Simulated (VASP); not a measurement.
Write the native input for VASP 6.6.1 that does the following.

```yaml
Task: single point
Functional: PBE
Potentials_or_basis: VASP PAW PBE potentials, release 64 (Br)
Cutoff: 520 eV
k_mesh: 12 × 12 × 12
Occupations: fermi-dirac, width 0.1 eV
Spin: no spin polarisation
Dipole_correction: no
Further_INCAR_settings: ALGO = Normal; EDIFF = 1e-07; NBANDS = 10
```

The structure of Br lies in POSCAR:

```
Br
1.0
    3.1053883798      0.0000000000      0.0000000000
    0.0000000000      3.1053883798      0.0000000000
    0.0000000000      0.0000000000      3.1053883798
Br
1
Direct
    0.0000000000      0.0000000000      0.0000000000
```

These files were run (other wordings do the same):

INCAR

```
PREC = Accurate
ENCUT = 520
EDIFF = 1E-7
ISMEAR = -1
SIGMA = 0.1
LREAL = F
LASPH = T
NELM = 80
ALGO = Normal
ISIF = 2
LWAVE = F
LCHARG = F
GGA = PE
NBANDS = 10
```

KPOINTS

```
regular mesh
0
Gamma
  12 12 12
```

Potentials or basis: VASP PAW PBE potentials, release 64 (Br).

Command:

```sh
$ cat potpaw_PBE.64/Br/POTCAR > POTCAR
$ mpirun -np 1 vasp_std > vasp.out
```

Results of the run:

```yaml
Pressure: 0.0 GPa
Band_gap_on_the_k_mesh: zero (an odd number of electrons rules out a gap without spin polarisation)
```

Caveat: an odd number of electrons without spin polarisation forces a metal; a magnetic or distorted state may lie lower.

Wall time 13 s on 1 thread of Intel Xeon 8259CL (shared host), peak memory 0.15 GiB.
